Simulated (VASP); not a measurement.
Set up this calculation in VASP 6.6.1, as the native input.

```
Task                   : electric field gradients
Functional             : PBE
Potentials or basis    : VASP PAW PBE potentials, release 64 (Li_sv)
Cutoff                 : 520 eV
k mesh                 : 15 × 15 × 8
Occupations            : fermi-dirac, width 0.08 eV
Spin                   : no spin polarisation
Dipole correction      : no
Further INCAR settings : ALGO = Normal; EDIFF = 1e-08; NBANDS = 10
```

The structure of Li lies in POSCAR:

```
Li
1.0
    3.1316054153      0.0000000000      0.0000000000
   -1.5658027076      2.7120498443      0.0000000000
    0.0000000000      0.0000000000      5.1267294598
Li
2
Direct
    0.3333333333      0.6666666667      0.2500000000
    0.6666666667      0.3333333333      0.7500000000
```

This cell differs from its parent crystal: volume scaled by 1.02.

The input as run:

INCAR

```
PREC = Accurate
ENCUT = 520
EDIFF = 1E-8
ISMEAR = -1
SIGMA = 0.08
LREAL = F
LASPH = T
NELM = 80
ALGO = Normal
ISIF = 2
LWAVE = F
LCHARG = F
GGA = PE
LEFG = T
NBANDS = 10
```

KPOINTS

```
Automatic mesh
0
Gamma
  15 15 8
```

Potentials or basis: VASP PAW PBE potentials, release 64 (Li_sv).

The run is started by

```sh
$ cat potpaw_PBE.64/Li_sv/POTCAR > POTCAR
$ mpirun -np 1 vasp_std > vasp.out
```

It gave:

The band gap on the k mesh is zero (band 3 reaches 2.52 eV, above the bottom of band 4 at -1.95 eV).

Caveat: without QUAD_EFG the Cq values of the log hold for a quadrupole moment of 1 mb, not for the nuclei.

Wall time 18 s on 1 thread of Intel(R) Xeon(R) Platinum 8559C (Emerald Rapids), on a shared host, peak memory 0.17 GiB.
